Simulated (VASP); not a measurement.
# Ti3CN3 in VASP: a series of runs

Ti3CN3 is run at these levels: PBE; tasks: single point.

Program: VASP 6.6.1. These are calculated values, not measurements. Logs are shortened: lines on timing, memory, paths and dates and some standing lists are left out, and cuts for length are marked.

### 1 The cell of the first run

The cell holds a slab with vacuum, 7 atoms: a = 3.003 Å, b = 3.003 Å, c = 19.758 Å, α = 90.00°, β = 90.00°, γ = 90.00°.

### 2 Single point, PBE

Contents of INCAR:

```
SYSTEM = Ti3CN3
PREC = Accurate
ENCUT = 520
EDIFF = 1E-6
ISMEAR = 0
SIGMA = 0.1
LREAL = .FALSE.
LASPH = .TRUE.
NELM = 60
ALGO = Normal
ISIF = 2
LWAVE = .FALSE.
LCHARG = .FALSE.
LDIPOL = .TRUE.
IDIPOL = 3
DIPOL = 0.5 0.5 0.332
GGA = PE
NBANDS = 36
```

Contents of KPOINTS:

```
Automatic mesh
0
G
  9 9 1
  0 0 0
```

Contents of POSCAR:

```
Ti3CN3
1.0
    3.0028555063      0.0000000000      0.0000000000
    0.0000000000      3.0028555063      0.0000000000
    0.0000000000      0.0000000000     19.7584944394
Ti N C
3 3 1
Direct
    0.5000000000      0.5000000000      0.2024445745
    0.0000000000      0.0000000000      0.3072496205
    0.5000000000      0.5000000000      0.4076776406
    0.0000000000      0.0000000000      0.2024445745
    0.5000000000      0.5000000000      0.3055678855
    0.0000000000      0.0000000000      0.4179718482
    0.0000000000      0.1250000000      0.4805972408
```

Potentials or basis: VASP PAW PBE potentials, release 64 (Ti_sv, N, C).

The run is started by

```
$ cat potpaw_PBE.64/Ti_sv/POTCAR potpaw_PBE.64/N/POTCAR potpaw_PBE.64/C/POTCAR > POTCAR
$ mpirun -np 1 vasp_std > vasp.out
```

OUTCAR:

```text
SYSTEM = Ti3CN3
   PREC = Accurate
   ENCUT = 520
   EDIFF = 1E-6
   ISMEAR = 0
   LREAL = .FALSE.
   LASPH = .TRUE.
   NELM = 60
   ISIF = 2
   GGA = PE

 ion  position               nearest neighbor table
   1  0.500  0.500  0.202-   5 2.04   4 2.12   4 2.12   4 2.12   4 2.12
   2  0.000  0.000  0.307-   4 2.07   5 2.12   5 2.12   5 2.12   5 2.12   6 2.19   3 2.91   3 2.91
                             3 2.91   3 2.91
   3  0.500  0.500  0.408-   5 2.02   6 2.13   6 2.13   6 2.13   6 2.13   7 2.37   7 2.37   2 2.91
                             2 2.91   2 2.91   2 2.91
   4  0.000  0.000  0.202-   2 2.07   1 2.12   1 2.12   1 2.12   1 2.12
   5  0.500  0.500  0.306-   3 2.02   1 2.04   2 2.12   2 2.12   2 2.12   2 2.12
   6  0.000  0.000  0.418-   7 1.29   3 2.13   3 2.13   3 2.13   3 2.13   2 2.19
   7  0.000  0.125  0.481-   6 1.29   3 2.37   3 2.37

  LATTYP: Found a simple tetragonal cell.
 ALAT       =     3.0028555063
 C/A-ratio  =     6.5799018294

  Lattice vectors:

 A1 = (   3.0028555063,   0.0000000000,   0.0000000000)
 A2 = (   0.0000000000,   3.0028555063,   0.0000000000)
 A3 = (   0.0000000000,   0.0000000000,  19.7584944394)

Analysis of symmetry for initial positions (statically):
=====================================================================
 Subroutine PRICEL returns:
 Original cell was already a primitive cell.

 Routine SETGRP: Setting up the symmetry group for a
 simple tetragonal supercell.

 Subroutine GETGRP returns: Found  2 space group operations
 (whereof  2 operations were pure point group operations)
 out of a pool of 16 trial point group operations.

The static configuration has the point symmetry C_1h.

Analysis of symmetry for dynamics (positions and initial velocities):
=====================================================================
 Subroutine PRICEL returns:
 Original cell was already a primitive cell.

 Routine SETGRP: Setting up the symmetry group for a
 simple tetragonal supercell.

 Subroutine GETGRP returns: Found  2 space group operations
 (whereof  2 operations were pure point group operations)
 out of a pool of 16 trial point group operations.

The dynamic configuration has the point symmetry C_1h.

 Subroutine INISYM returns: Found  2 space group operations
 (whereof  2 operations are pure point group operations),
 and found     1 'primitive' translations

----------------------------------------------------------------------------------------

                                     Primitive cell

  volume of cell :     178.1651

  direct lattice vectors                    reciprocal lattice vectors
     3.002855506  0.000000000  0.000000000     0.333016357  0.000000000  0.000000000
     0.000000000  3.002855506  0.000000000     0.000000000  0.333016357  0.000000000
     0.000000000  0.000000000 19.758494439     0.000000000  0.000000000  0.050611144

  length of vectors
     3.002855506  3.002855506 19.758494439     0.333016357  0.333016357  0.050611144

  position of ions in fractional coordinates (direct lattice)
     0.500000000  0.500000000  0.202444574
     0.000000000  0.000000000  0.307249621
     0.500000000  0.500000000  0.407677641
     0.000000000  0.000000000  0.202444574
     0.500000000  0.500000000  0.305567885
     0.000000000  0.000000000  0.417971848
     0.000000000  0.125000000  0.480597241

  ion indices of the primitive-cell ions
   primitive index   ion index
                 1           1
                 2           2
                 3           3
                 4           4
                 5           5
                 6           6
                 7           7

----------------------------------------------------------------------------------------

 KPOINTS: Automatic mesh

Automatic generation of k-mesh.
 Grid dimensions read from file:
 generate k-points for:    9    9    1

 Generating k-lattice:

  Cartesian coordinates                     Fractional coordinates (reciprocal lattice)
     0.037001817  0.000000000  0.000000000     0.111111111  0.000000000  0.000000000
     0.000000000  0.037001817  0.000000000     0.000000000  0.111111111  0.000000000
     0.000000000  0.000000000  0.050611144     0.000000000  0.000000000  1.000000000

  Length of vectors
     0.037001817  0.037001817  0.050611144

  Shift w.r.t. Gamma in fractional coordinates (k-lattice)
     0.000000000  0.000000000  0.000000000

 Subroutine IBZKPT returns following result:
 ===========================================

 Found     25 irreducible k-points:

 Following reciprocal coordinates:
            Coordinates               Weight
  0.000000  0.000000  0.000000      1.000000
  0.111111  0.000000  0.000000      2.000000
  0.000000  0.111111  0.000000      2.000000
  0.222222  0.000000  0.000000      2.000000
  0.000000  0.222222  0.000000      2.000000
  0.333333  0.000000  0.000000      2.000000
[... 16 lines left out ...]
  0.444444  0.333333  0.000000      4.000000
 -0.333333  0.444444  0.000000      4.000000
   k-points           NKPTS =     25   k-points in BZ     NKDIM =     25   number of bands    NBANDS=     36
   number of dos      NEDOS =    301   number of ions     NIONS =      7
   total plane-waves  NPLWV =  86400
   dimension x,y,z NGX =    24 NGY =   24 NGZ =  150
   dimension x,y,z NGXF=    48 NGYF=   48 NGZF=  300
   ions per type =               3   3   1
   NGX,Y,Z   is equivalent  to a cutoff of  13.29, 13.29, 12.62 a.u.
   NGXF,Y,Z  is equivalent  to a cutoff of  26.57, 26.57, 25.24 a.u.
 SYSTEM =  Ti3CN3
   PREC   = accura    normal or accurate (medium, high low for compatibility)
   ISTART =      0    job   : 0-new  1-cont  2-samecut
   ICHARG =      2    charge: 1-file 2-atom 10-const
   ISPIN  =      1    spin polarized calculation?
   LNONCOLLINEAR =      F non collinear calculations
   LSORBIT =      F    spin-orbit coupling
   LASPH  =      T    aspherical Exc in radial PAW
   ENCUT  =  520.0 eV  38.22 Ry    6.18 a.u.   5.58  5.58 36.74*2*pi/ulx,y,z
   NELM   =     60;   NELMIN=  2; NELMDL= -5     # of ELM steps
   EDIFF  = 0.1E-05   stopping-criterion for ELM
   LREAL  =      F    real-space projection
   EDIFFG = 0.1E-04   stopping-criterion for IOM
   NSW    =      0    number of steps for IOM
   IBRION =     -1    ionic relax: 0-MD 1-quasi-New 2-CG
   NFREE  =      0    steps in history (QN), initial steepest desc. (CG)
   ISIF   =      2    stress and relaxation
   ISYM   =      2    0-nonsym 1-usesym 2-fastsym
   POTIM  = 0.5000    time-step for ionic-motion
   TEBEG  =    0.0;   TEEND  =   0.0 temperature during run
   PSTRESS=    0.0 pullay stress
   NELECT =      55.0000    total number of electrons
   NUPDOWN=      -1.0000    fix difference up-down
   EMIN   =  10.00;   EMAX   =-10.00  energy-range for DOS
   EFERMI =   0.00;   METHOD = LEGACY
   ISMEAR =     0;   SIGMA  =   0.10  broadening in eV -4-tet -1-fermi 0-gaus
   EFERMI_NEDOS =   21; number of points for ismear=-14 and -15
   IALGO  =     38    algorithm
   IMIX   =      4    mixing-type and parameters
     AMIX     =   0.40;   BMIX     =  1.00
     AMIX_MAG =   1.60;   BMIX_MAG =  1.00
  volume/ion in A,a.u.               =      25.45       171.76
  Fermi-wavevector in a.u.,A,eV,Ry     =   1.106424  2.090838 16.655892  1.224174
  Thomas-Fermi vector in A             =   2.242924
   LORBIT       =      0    0 simple, 1 ext, 2 COOP (PROOUT), +10 PAW based schemes
   GGA     = PE    functional components
   LHFCALC =     F    Hartree Fock is set to
   AEXX    =    0.0000 exact exchange contribution
   IVDW    =     0    specifies the selected vdW correction
   LEPSILON=     F    determine dielectric tensor
   LRPA    =     F    only Hartree local field effects (RPA)
 non-spin polarized calculation
 Gauss-broadening in eV      SIGMA  =   0.10
  energy-cutoff  :      520.00
  volume of cell :      178.17
 maximum number of plane-waves:      4826
 NGX is ok and might be reduce to    24
   NGX = 11   NGY = 11   NGZ = 73

 dipolmoment           0.000000      0.000000     -0.456082 electrons x Angstroem

 number of electron      54.9999999 magnetization

 dipolmoment           0.000000      0.000000      0.231340 electrons x Angstroem

 Free energy of the ion-electron system (eV)
  ---------------------------------------------------
  ext. energy  EPLUGINS =         0.00000000
  ---------------------------------------------------
  free energy    TOTEN  =       -63.15898414 eV

  energy without entropy =      -63.13679775  energy(sigma->0) =      -63.14789095

 E-fermi :   1.1696     XC(G=0):  -5.5698

 val. band max:        1.1584625648   @ k =  -0.1111   0.2222   0.0000
 cond. band min:       1.1873536464   @ k =   0.0000   0.0000   0.0000
 fundamental gap:      0.0288910815
 Fermi energy:         1.1696297236

 k-point     1 :       0.0000    0.0000    0.0000
  band No.  band energies     occupation
      1     -56.8145      2.00000
      2     -56.3919      2.00000
      3     -56.2336      2.00000
      4     -33.2944      2.00000
      5     -32.9003      2.00000
      6     -32.8640      2.00000
[... 28 lines left out ...]
     35       2.6513      0.00000
     36       2.8303      0.00000

 k-point     2 :       0.1111    0.0000    0.0000
  band No.  band energies     occupation
      1     -56.8105      2.00000
      2     -56.3867      2.00000
      3     -56.2312      2.00000
      4     -33.2914      2.00000
      5     -32.9511      2.00000
      6     -32.8574      2.00000
[... 28 lines left out ...]
     35       3.0599      0.00000
     36       3.1731      0.00000

 k-point     3 :       0.0000    0.1111    0.0000
  band No.  band energies     occupation
      1     -56.8105      2.00000
      2     -56.3867      2.00000
      3     -56.2312      2.00000
      4     -33.2914      2.00000
      5     -32.9171      2.00000
      6     -32.8939      2.00000
[... 28 lines left out ...]
     35       3.0496      0.00000
     36       3.1771      0.00000

 k-point     4 :       0.2222    0.0000    0.0000
  band No.  band energies     occupation
      1     -56.8004      2.00000
      2     -56.3735      2.00000
      3     -56.2253      2.00000
      4     -33.2874      2.00000
      5     -33.0632      2.00000
      6     -32.8407      2.00000
[... 28 lines left out ...]
     35       3.3341      0.00000
     36       3.4897      0.00000

 k-point     5 :       0.0000    0.2222    0.0000
  band No.  band energies     occupation
      1     -56.8004      2.00000
      2     -56.3735      2.00000
      3     -56.2254      2.00000
      4     -33.2875      2.00000
      5     -33.0301      2.00000
      6     -32.8777      2.00000
[... 655 lines left out ...]
 k-point    22 :       0.3333    0.3333    0.0000
  band No.  band energies     occupation
      1     -56.7656      2.00000
      2     -56.3316      2.00000
      3     -56.1971      2.00000
      4     -33.2427      2.00000
      5     -33.1134      2.00000
      6     -33.0766      2.00000
[... 28 lines left out ...]
     35       3.4830      0.00000
     36       3.5324      0.00000

 k-point    23 :       0.4444    0.3333    0.0000
  band No.  band energies     occupation
      1     -56.7588      2.00000
      2     -56.3238      2.00000
      3     -56.1906      2.00000
      4     -33.2316      2.00000
      5     -33.1806      2.00000
      6     -33.0672      2.00000
[... 28 lines left out ...]
     35       3.6172      0.00000
     36       3.7017      0.00000

 k-point    24 :      -0.3333    0.4444    0.0000
  band No.  band energies     occupation
      1     -56.7588      2.00000
      2     -56.3238      2.00000
      3     -56.1907      2.00000
      4     -33.2320      2.00000
      5     -33.1450      2.00000
      6     -33.0987      2.00000
[... 28 lines left out ...]
     35       3.5750      0.00000
     36       3.6236      0.00000

 [... further k-points ...]

------------------------ aborting loop because EDIFF is reached ----------------------------------------

 vacuum level on the upper side and lower side of the slab       (xc-potential included)         2.228        -2.401

  FORCE on cell =-STRESS in cart. coord.  units (eV):
  Direction    XX          YY          ZZ          XY          YZ          ZX
  --------------------------------------------------------------------------------------
  -------------------------------------------------------------------------------------
  Total        1.0565618      2.1884571      0.0772929      0.0000000      0.5919869      0.0000000
  in kB        9.5012945     19.6800361      0.6950678      0.0000000      5.3235331      0.0000000
  external PRESSURE =       9.9587995 kB  Pullay stress =       0.0000000 kB

 VOLUME and BASIS-vectors are now :
 -----------------------------------------------------------------------------
  energy-cutoff  :      520.00
  volume of cell :      178.17
      direct lattice vectors                 reciprocal lattice vectors
     3.002855506  0.000000000  0.000000000     0.333016357  0.000000000  0.000000000
     0.000000000  3.002855506  0.000000000     0.000000000  0.333016357  0.000000000
     0.000000000  0.000000000 19.758494439     0.000000000  0.000000000  0.050611144

 POSITION                                       TOTAL-FORCE (eV/Angst)
 -----------------------------------------------------------------------------------
      1.50143      1.50143      4.00000         0.000000     -0.114300      1.753829
      0.00000      0.00000      6.07079         0.000000      0.157172      0.355298
      1.50143      1.50143      8.05510         0.000000      0.070688      0.783108
      0.00000      0.00000      4.00000         0.000000      0.029555     -1.663670
      1.50143      1.50143      6.03756         0.000000     -0.038085     -0.560973
      0.00000      0.00000      8.25849         0.000000     -0.513026     -0.821399
      0.00000      0.37536      9.49588         0.000000      0.407994      0.153808
 -----------------------------------------------------------------------------------
    total drift:                                0.000000      0.000021      0.000566

  FREE ENERGIE OF THE ION-ELECTRON SYSTEM (eV)
  ---------------------------------------------------
  free  energy   TOTEN  =       -63.1589841419 eV

  energy  without entropy=      -63.1367977490  energy(sigma->0) =      -63.14789095

 vacuum level on the upper side and lower side of the slab         7.838         3.107
```

Wall time 2.7 min (1 thread of Intel Xeon 6975P-C (Granite Rapids), shared host); peak memory 0.35 GiB.

Results:

```yaml
Free_energy: -63.1590 eV
Largest_force: 1.758 eV/Å
```

Forces on the atoms (eV/Å):
```
Ti   0.000 -0.114  1.754
Ti   0.000  0.157  0.355
Ti   0.000  0.071  0.783
N    0.000  0.030 -1.664
N    0.000 -0.038 -0.561
N    0.000 -0.513 -0.821
C    0.000  0.408  0.154
```

### 3 Single point, PBE

Contents of INCAR:

```
PREC = Accurate ; ENCUT = 520
EDIFF = 1E-7 ; ISMEAR = 0
SIGMA = 0.1 ; LREAL = False
LASPH = True ; NELM = 60
ALGO = Normal ; ISIF = 2
LWAVE = False ; LCHARG = False
LDIPOL = True ; IDIPOL = 3
DIPOL = 0.5 0.5 0.330 ; GGA = PE
NBANDS = 36
```

Contents of KPOINTS:

```
Automatic mesh
0
Gamma
  9 9 1
```

Changes to POSCAR since step 2:

```diff
@@ -14,2 +14,2 @@
     0.0000000000      0.0000000000      0.4179718482
-    0.0000000000      0.1250000000      0.4805972408
+    0.0000000000      0.3750000000      0.4692269879
```

Potentials or basis: VASP PAW PBE potentials, release 64 (Ti_sv, N, C).

The run is started by

```
$ cat potpaw_PBE.64/Ti_sv/POTCAR potpaw_PBE.64/N/POTCAR potpaw_PBE.64/C/POTCAR > POTCAR
$ mpirun -np 1 vasp_std > vasp.out
```

Run time: 2.8 min. Hardware: 1 thread of Intel Xeon 6975P-C (Granite Rapids), shared host; peak memory 0.35 GiB.

Results (log left out):

| Item | Value |
| --- | --- |
| Free energy | -62.5243 eV |
| Largest force | 3.100 eV/Å |

Forces on the atoms (eV/Å):
```
Ti   0.000 -0.055  1.464
Ti   0.000 -0.046 -0.558
Ti   0.000  0.290  1.393
N    0.000  0.003 -1.412
N    0.000  0.164 -1.168
N    0.000  2.745  0.235
C    0.000 -3.100  0.046
```

Levels at points of the mesh, in eV from the Fermi level:
```tsv
k point	band 24	band 25	band 26	band 27	band 28	band 29	band 30	band 31	band 32	band 33
(0.00, 0.00, 0.00)	-2.45	-2.40	-2.34	-1.89	-1.08	-0.72	0.06	0.36	0.76	0.99
```

### 4 Single point, PBE

Contents of INCAR:

```
SYSTEM = Ti3CN3
ALGO = Normal
DIPOL = 0.5 0.5 0.333
EDIFF = 1E-7
ENCUT = 520
GGA = PE
IDIPOL = 3
ISIF = 2
ISMEAR = 0
LASPH = .TRUE.
LCHARG = .FALSE.
LDIPOL = .TRUE.
LREAL = .FALSE.
LWAVE = .FALSE.
NBANDS = 36
NELM = 80
PREC = Accurate
SIGMA = 0.1
```

Contents of KPOINTS:

```
k-points
0
G
  9 9 1
  0 0 0
```

Changes to POSCAR since step 3:

```diff
@@ -14,2 +14,2 @@
     0.0000000000      0.0000000000      0.4179718482
-    0.0000000000      0.3750000000      0.4692269879
+    0.1250000000      0.5000000000      0.4867828568
```

The run is started by

```
$ cat potpaw_PBE.64/Ti_sv/POTCAR potpaw_PBE.64/N/POTCAR potpaw_PBE.64/C/POTCAR > POTCAR
$ mpirun -np 1 vasp_std > vasp.out
```

Run time: 2.6 min. Hardware: 1 thread of Intel Xeon 6975P-C (Granite Rapids), shared host; peak memory 0.35 GiB.

It converged, with:

```yaml
Free_energy: -61.1227 eV
Largest_force: 2.174 eV/Å
```

Forces in eV/Å, atoms in the order of the input:
```
Ti  -0.004  0.000  1.784
Ti   0.162  0.000  0.199
Ti   1.681  0.000  1.327
N   -0.069  0.000 -1.729
N   -0.020  0.000 -1.402
N    0.424  0.000 -0.207
C   -2.174  0.000  0.029
```

Levels at points of the mesh, in eV from the Fermi level:
```tsv
k point	band 26	band 27	band 28	band 29	band 30	band 31
(0.00, 0.00, 0.00)	-2.35	-1.99	-0.99	-0.58	-0.04	0.23
```
